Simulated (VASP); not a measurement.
# C (Im-3m) in VASP: notebook

C is run at these levels: PBE; tasks: single point, relaxation of cell and atoms.

Everything below comes from runs of VASP 6.6.1. Logs are shortened: lines on timing, memory, paths and dates and some standing lists are left out, and cuts for length are marked.

### Step 1. The cell of the first run

It takes space group Im-3m (No. 229, cubic). Conventional cell: a = 2.373 Å, b = 2.373 Å, c = 2.373 Å, α = 90.00°, β = 90.00°, γ = 90.00°. C (site symmetry m-3m) has 14 C at 2.05 to 2.37 Å within 2.7 Å.

### Step 2. Single point, PBE

INCAR reads:

```
SYSTEM = C
PREC = Accurate
ENCUT = 520
EDIFF = 1E-6
ISMEAR = 0
SIGMA = 0.02
LREAL = .FALSE.
LASPH = .TRUE.
NELM = 100
ALGO = Normal
ISIF = 2
LWAVE = .FALSE.
LCHARG = .FALSE.
GGA = PE
NBANDS = 8
```

KPOINTS reads:

```
Automatic mesh
0
G
  25 25 25
  0 0 0
```

POSCAR reads:

```
C
1.0
    1.1864422999      1.1864422999      1.1864422999
   -1.1864422999      1.1864422999      1.1864422999
   -1.1864422999     -1.1864422999      1.1864422999
C
1
Direct
    0.0000000000      0.0000000000      0.0000000000
```

Potentials or basis: VASP PAW PBE potentials, release 64 (C).

The run is started by

```bash
$ cat potpaw_PBE.64/C/POTCAR > POTCAR
$ mpirun -np 1 vasp_std > vasp.out
```

OUTCAR:

```text
SYSTEM = C
   PREC = Accurate
   ENCUT = 520
   EDIFF = 1E-6
   ISMEAR = 0
   LREAL = .FALSE.
   LASPH = .TRUE.
   NELM = 100
   ISIF = 2
   GGA = PE

 ion  position               nearest neighbor table
   1  0.000  0.000  0.000-

  LATTYP: Found a body centered cubic cell.
 ALAT       =     2.3728845998

  Lattice vectors:

 A1 = (   1.1864422999,  -1.1864422999,  -1.1864422999)
 A2 = (   1.1864422999,   1.1864422999,   1.1864422999)
 A3 = (  -1.1864422999,  -1.1864422999,   1.1864422999)

Analysis of symmetry for initial positions (statically):
=====================================================================
 Subroutine PRICEL returns:
 Original cell was already a primitive cell.

 Routine SETGRP: Setting up the symmetry group for a
 body centered cubic supercell.

 Subroutine GETGRP returns: Found 48 space group operations
[... 9 lines left out ...]

 Routine SETGRP: Setting up the symmetry group for a
 body centered cubic supercell.

 Subroutine GETGRP returns: Found 48 space group operations
[... 11 lines left out ...]
                                     Primitive cell

  volume of cell :       6.6804

  direct lattice vectors                    reciprocal lattice vectors
     1.186442300  1.186442300  1.186442300     0.421427995  0.000000000  0.421427995
    -1.186442300  1.186442300  1.186442300    -0.421427995  0.421427995  0.000000000
    -1.186442300 -1.186442300  1.186442300     0.000000000 -0.421427995  0.421427995

  length of vectors
     2.054978344  2.054978344  2.054978344     0.595989187  0.595989187  0.595989187

  position of ions in fractional coordinates (direct lattice)
     0.000000000  0.000000000  0.000000000

  ion indices of the primitive-cell ions
   primitive index   ion index
                 1           1

----------------------------------------------------------------------------------------

 KPOINTS: Automatic mesh

Automatic generation of k-mesh.
 Grid dimensions read from file:
 generate k-points for:   25   25   25

 Generating k-lattice:

  Cartesian coordinates                     Fractional coordinates (reciprocal lattice)
     0.016857120  0.000000000  0.016857120     0.040000000  0.000000000  0.000000000
    -0.016857120  0.016857120  0.000000000     0.000000000  0.040000000  0.000000000
     0.000000000 -0.016857120  0.016857120     0.000000000  0.000000000  0.040000000

  Length of vectors
     0.023839567  0.023839567  0.023839567

  Shift w.r.t. Gamma in fractional coordinates (k-lattice)
     0.000000000  0.000000000  0.000000000

 Subroutine IBZKPT returns following result:
 ===========================================

 Found    455 irreducible k-points:

 Following reciprocal coordinates:
            Coordinates               Weight
  0.000000  0.000000  0.000000      1.000000
  0.040000  0.000000  0.000000     12.000000
  0.080000  0.000000  0.000000     12.000000
  0.120000  0.000000  0.000000     12.000000
  0.160000  0.000000  0.000000     12.000000
  0.200000  0.000000  0.000000     12.000000
[... 16 lines left out ...]
  0.440000  0.040000  0.000000     48.000000
  0.480000  0.040000  0.000000     48.000000
 [... further k-points ...]
   k-points           NKPTS =    455   k-points in BZ     NKDIM =    455   number of bands    NBANDS=      8
   number of dos      NEDOS =    301   number of ions     NIONS =      1
   total plane-waves  NPLWV =   4096
   dimension x,y,z NGX =    16 NGY =   16 NGZ =   16
   dimension x,y,z NGXF=    32 NGYF=   32 NGZF=   32
   ions per type =               1
   NGX,Y,Z   is equivalent  to a cutoff of  12.94, 12.94, 12.94 a.u.
   NGXF,Y,Z  is equivalent  to a cutoff of  25.89, 25.89, 25.89 a.u.
 SYSTEM =  C
   PREC   = accura    normal or accurate (medium, high low for compatibility)
   ISTART =      0    job   : 0-new  1-cont  2-samecut
   ICHARG =      2    charge: 1-file 2-atom 10-const
   ISPIN  =      1    spin polarized calculation?
   LNONCOLLINEAR =      F non collinear calculations
   LSORBIT =      F    spin-orbit coupling
   LASPH  =      T    aspherical Exc in radial PAW
   ENCUT  =  520.0 eV  38.22 Ry    6.18 a.u.   3.82  3.82  3.82*2*pi/ulx,y,z
   NELM   =    100;   NELMIN=  2; NELMDL= -5     # of ELM steps
   EDIFF  = 0.1E-05   stopping-criterion for ELM
   LREAL  =      F    real-space projection
   EDIFFG = 0.1E-04   stopping-criterion for IOM
   NSW    =      0    number of steps for IOM
   IBRION =     -1    ionic relax: 0-MD 1-quasi-New 2-CG
   NFREE  =      0    steps in history (QN), initial steepest desc. (CG)
   ISIF   =      2    stress and relaxation
   ISYM   =      2    0-nonsym 1-usesym 2-fastsym
   POTIM  = 0.5000    time-step for ionic-motion
   TEBEG  =    0.0;   TEEND  =   0.0 temperature during run
   PSTRESS=    0.0 pullay stress
   NELECT =       4.0000    total number of electrons
   NUPDOWN=      -1.0000    fix difference up-down
   EMIN   =  10.00;   EMAX   =-10.00  energy-range for DOS
   EFERMI =   0.00;   METHOD = LEGACY
   ISMEAR =     0;   SIGMA  =   0.02  broadening in eV -4-tet -1-fermi 0-gaus
   EFERMI_NEDOS =   21; number of points for ismear=-14 and -15
   IALGO  =     38    algorithm
   IMIX   =      4    mixing-type and parameters
     AMIX     =   0.40;   BMIX     =  1.00
     AMIX_MAG =   1.60;   BMIX_MAG =  1.00
  volume/ion in A,a.u.               =       6.68        45.08
  Fermi-wavevector in a.u.,A,eV,Ry     =   1.379838  2.607516 25.904865  1.903954
  Thomas-Fermi vector in A             =   2.504771
   LORBIT       =      0    0 simple, 1 ext, 2 COOP (PROOUT), +10 PAW based schemes
   GGA     = PE    functional components
   LHFCALC =     F    Hartree Fock is set to
   AEXX    =    0.0000 exact exchange contribution
   IVDW    =     0    specifies the selected vdW correction
   LEPSILON=     F    determine dielectric tensor
   LRPA    =     F    only Hartree local field effects (RPA)
 non-spin polarized calculation
 Gauss-broadening in eV      SIGMA  =   0.02
  energy-cutoff  :      520.00
  volume of cell :        6.68
 maximum number of plane-waves:       188
   NGX =  7   NGY =  7   NGZ =  7

 number of electron       4.0000000 magnetization

 Free energy of the ion-electron system (eV)
  ---------------------------------------------------
  ext. energy  EPLUGINS =         0.00000000
  ---------------------------------------------------
  free energy    TOTEN  =        -4.87445647 eV

  energy without entropy =       -4.87437801  energy(sigma->0) =       -4.87441724

 E-fermi :   8.4876     XC(G=0): -13.1257

 val. band max:        8.4745423251   @ k =  -0.4800   0.2800   0.2000
 cond. band min:       8.5003308763   @ k =   0.4000   0.1600   0.0000
 fundamental gap:      0.0257885512
 Fermi energy:         8.4876160772

 k-point     1 :       0.0000    0.0000    0.0000
  band No.  band energies     occupation
      1     -11.1109      2.00000
      2      17.5743      0.00000
      3      17.5743      0.00000
      4      17.5743      0.00000
      5      41.7370      0.00000
      6      41.7370      0.00000
      7      41.7370      0.00000
      8      43.9242      0.00000

 k-point     2 :       0.0400    0.0000    0.0000
  band No.  band energies     occupation
      1     -11.0392      2.00000
      2      17.3985      0.00000
      3      17.4729      0.00000
      4      17.5541      0.00000
      5      41.1753      0.00000
      6      41.2150      0.00000
      7      41.9910      0.00000
      8      43.9299      0.00000

 k-point     3 :       0.0800    0.0000    0.0000
  band No.  band energies     occupation
      1     -10.8244      2.00000
      2      16.8721      0.00000
      3      17.1833      0.00000
      4      17.4933      0.00000
      5      39.5610      0.00000
      6      39.9409      0.00000
      7      42.7374      0.00000
      8      43.9398      0.00000

 k-point     4 :       0.1200    0.0000    0.0000
  band No.  band energies     occupation
      1     -10.4664      2.00000
      2      16.0091      0.00000
      3      16.7458      0.00000
      4      17.3959      0.00000
      5      37.5598      0.00000
      6      38.5414      0.00000
      7      43.7119      0.00000
      8      43.9151      0.00000

 k-point     5 :       0.1600    0.0000    0.0000
  band No.  band energies     occupation
      1      -9.9661      2.00000
      2      14.8324      0.00000
      3      16.2100      0.00000
      4      17.2654      0.00000
      5      35.7411      0.00000
      6      37.1757      0.00000
      7      43.2027      0.00000
      8      43.8953      0.00000

 k-point     6 :       0.2000    0.0000    0.0000
  band No.  band energies     occupation
      1      -9.3241      2.00000
      2      13.3847      0.00000
      3      15.6290      0.00000
      4      17.1101      0.00000
      5      34.2254      0.00000
      6      35.9155      0.00000
      7      42.9438      0.00000
      8      43.8742      0.00000

 k-point     7 :       0.2400    0.0000    0.0000
  band No.  band energies     occupation
      1      -8.5417      2.00000
      2      11.7258      0.00000
      3      15.0462      0.00000
      4      16.9396      0.00000
      5      33.0178      0.00000
      6      34.7904      0.00000
      7      42.9308      0.00000
      8      43.8512      0.00000

 k-point     8 :       0.2800    0.0000    0.0000
  band No.  band energies     occupation
      1      -7.6206      2.00000
      2       9.9221      0.00000
      3      14.4953      0.00000
      4      16.7623      0.00000
      5      32.0845      0.00000
      6      33.8144      0.00000
      7      43.1449      0.00000
      8      43.8203      0.00000

 k-point     9 :       0.3200    0.0000    0.0000
  band No.  band energies     occupation
      1      -6.5628      2.00000
      2       8.0381      2.00000
      3      14.0042      0.00000
      4      16.5915      0.00000
      5      31.3836      0.00000
      6      32.9949      0.00000
      7      43.5585      0.00000
      8      43.7911      0.00000

 k-point    10 :       0.3600    0.0000    0.0000
  band No.  band energies     occupation
      1      -5.3715      2.00000
      2       6.1285      2.00000
      3      13.5915      0.00000
      4      16.4386      0.00000
      5      30.8731      0.00000
      6      32.3360      0.00000
      7      43.7626      0.00000
      8      44.1258      0.00000
[... 78 lines left out ...]
 k-point    18 :       0.2400    0.0400    0.0000
  band No.  band energies     occupation
      1      -8.8970      2.00000
      2      12.5726      0.00000
      3      15.2380      0.00000
      4      16.9066      0.00000
      5      33.6073      0.00000
      6      35.2871      0.00000
      7      42.6442      0.00000
      8      44.0548      0.00000

 k-point    19 :       0.2800    0.0400    0.0000
  band No.  band energies     occupation
      1      -8.0452      2.00000
      2      10.8541      0.00000
      3      14.6457      0.00000
      4      16.7207      0.00000
      5      32.5771      0.00000
      6      34.3028      0.00000
      7      42.6965      0.00000
      8      44.1005      0.00000

 k-point    20 :       0.3200    0.0400    0.0000
  band No.  band energies     occupation
      1      -7.0557      2.00000
      2       9.0161      0.00000
      3      14.1068      0.00000
      4      16.5352      0.00000
      5      31.7938      0.00000
      6      33.4598      0.00000
      7      42.8913      0.00000
      8      44.1838      0.00000

 k-point    21 :       0.3600    0.0400    0.0000
  band No.  band energies     occupation
      1      -5.9310      2.00000
      2       7.1213      2.00000
      3      13.6428      0.00000
      4      16.3625      0.00000
      5      31.2150      0.00000
      6      32.7643      0.00000
      7      43.1477      0.00000
      8      44.3693      0.00000

 k-point    22 :       0.4000    0.0400    0.0000
  band No.  band energies     occupation
      1      -4.6746      2.00000
      2       5.2212      2.00000
      3      13.2687      0.00000
      4      16.2147      0.00000
      5      30.8030      0.00000
      6      32.2204      0.00000
      7      43.3528      0.00000
      8      44.7236      0.00000

 k-point    23 :       0.4400    0.0400    0.0000
  band No.  band energies     occupation
      1      -3.2916      2.00000
      2       3.3554      2.00000
      3      12.9946      0.00000
      4      16.1014      0.00000
      5      30.5286      0.00000
      6      31.8306      0.00000
      7      43.4585      0.00000
      8      45.1962      0.00000

 k-point    24 :       0.4800    0.0400    0.0000
  band No.  band energies     occupation
      1      -1.7890      2.00000
      2       1.5544      2.00000
      3      12.8275      0.00000
      4      16.0302      0.00000
      5      30.3717      0.00000
      6      31.5963      0.00000
      7      43.5021      0.00000
      8      45.6186      0.00000

 [... further k-points ...]

------------------------ aborting loop because EDIFF is reached ----------------------------------------

  FORCE on cell =-STRESS in cart. coord.  units (eV):
  Direction    XX          YY          ZZ          XY          YZ          ZX
  --------------------------------------------------------------------------------------
  -------------------------------------------------------------------------------------
  Total        0.0067057      0.0067057      0.0067057      0.0000000     -0.0000000     -0.0000000
  in kB        1.6082613      1.6082613      1.6082613      0.0000000     -0.0000000     -0.0000000
  external PRESSURE =       1.6082613 kB  Pullay stress =       0.0000000 kB

 VOLUME and BASIS-vectors are now :
 -----------------------------------------------------------------------------
  energy-cutoff  :      520.00
  volume of cell :        6.68
      direct lattice vectors                 reciprocal lattice vectors
     1.186442300  1.186442300  1.186442300     0.421427995  0.000000000  0.421427995
    -1.186442300  1.186442300  1.186442300    -0.421427995  0.421427995  0.000000000
    -1.186442300 -1.186442300  1.186442300     0.000000000 -0.421427995  0.421427995

 POSITION                                       TOTAL-FORCE (eV/Angst)
 -----------------------------------------------------------------------------------
      0.00000      0.00000      0.00000        -0.000000      0.000000     -0.000000
 -----------------------------------------------------------------------------------
    total drift:                               -0.000000     -0.000000      0.000000

  FREE ENERGIE OF THE ION-ELECTRON SYSTEM (eV)
  ---------------------------------------------------
  free  energy   TOTEN  =        -4.8744564717 eV

  energy  without entropy=       -4.8743780084  energy(sigma->0) =       -4.87441724
```

Wall time 4 s (1 thread of Intel Xeon 6975P-C, shared host); peak memory 0.12 GiB.

Results:

| Quantity | Value |
| --- | --- |
| Free energy | -4.8745 eV |
| Pressure | 0.2 GPa |
| Band gap on the k mesh | zero (band 2 reaches 17.57 eV, above the bottom of band 3 at 3.54 eV) |

Levels at points of the mesh, in eV from the Fermi level:
```tsv
k point	band 1	band 2	band 3	band 4	band 5	band 6	band 7
(0.00, 0.00, 0.00)	-19.60	9.09	9.09	9.09	33.25	33.25	33.25
```

(Part 1 of 2 ends here.)
